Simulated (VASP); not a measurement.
Input of a VASP 6.6.1 run:

The input INCAR:

```
SYSTEM = InP
PREC = Accurate ; ENCUT = 520
EDIFF = 1E-6 ; ISMEAR = 0
SIGMA = 0.05 ; LREAL = .False.
LASPH = .True. ; NELM = 150
ALGO = Normal ; ISIF = 2
LWAVE = .False. ; LCHARG = .False.
ISPIN = 2 ; MAGMOM = 0.5 0.5
LORBIT = 11 ; GGA = PE
NBANDS = 20
```

Contents of KPOINTS:

```
Automatic mesh
0
Gamma
  1 1 13
  0 0 0
```

POSCAR

```
InP
1.0
    9.0000000000      0.0000000000      0.0000000000
    0.0000000000      9.3000000000      0.0000000000
    0.0000000000      0.0000000000      4.8705332309
In P
1 1
Direct
    0.5000000000      0.5000000000     -0.0175002986
    0.5000000000      0.5000000000      0.4825002986
```

Potentials or basis: VASP PAW PBE potentials, release 64 (In_d, P).

Launch:

```sh
$ cat potpaw_PBE.64/In_d/POTCAR potpaw_PBE.64/P/POTCAR > POTCAR
$ mpirun -np 1 vasp_std > vasp.out
```

What does it give for the site moments?

In +0.04; P +0.30 μB.

Predict the net moment.

0.77 μB per cell.
